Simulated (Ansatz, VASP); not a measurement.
# One calculation of LiMg2, two programs

```
CELL_PARAMETERS angstrom
4.00099 -1.27240 0.00000
4.00099 1.27240 0.00000
-0.80899 0.00000 2.42141
ATOMIC_POSITIONS crystal
Li 0.50000 0.50000 0.50000
Mg 0.84132 0.84132 0.84114
Mg 0.15868 0.15868 0.15886
```

Change from the starting cell: volume scaled by 0.4, crystal datasets.

Alike in both runs: task electric field gradients; functional LDA; k mesh 11 × 11 × 11; occupations fermi-dirac, width 0.05 eV; no spin polarisation.

|  | VASP | Ansatz |
| --- | --- | --- |
| version | VASP 6.6.1 | Ansatz 0.2.0 |
| potentials or method | VASP PAW LDA potentials, release 64 (Li_sv, Mg), cutoff 520 eV | all-electron PAW with datasets made for the crystal, scalar-relativistic |

```csv
,VASP,Ansatz,Ansatz less VASP
rms of the force components (eV/Å),0.969,0.918,-0.0504
size of Vzz on the site where it differs most (V/Å²),3.7,4.8,+1.04
```

LDA's correlation is that of Perdew and Zunger in VASP and of Perdew and Wang (1992) in Ansatz. Atom by atom the forces differ by 0.050 eV/Å (rms over components). Ansatz ran all-electron here, and VASP with PAW potentials.

Noted on VASP's run: the cutoff is under 1.25 times that of the potentials, so the pressure is a little rough; the cell as given lies far from equilibrium.
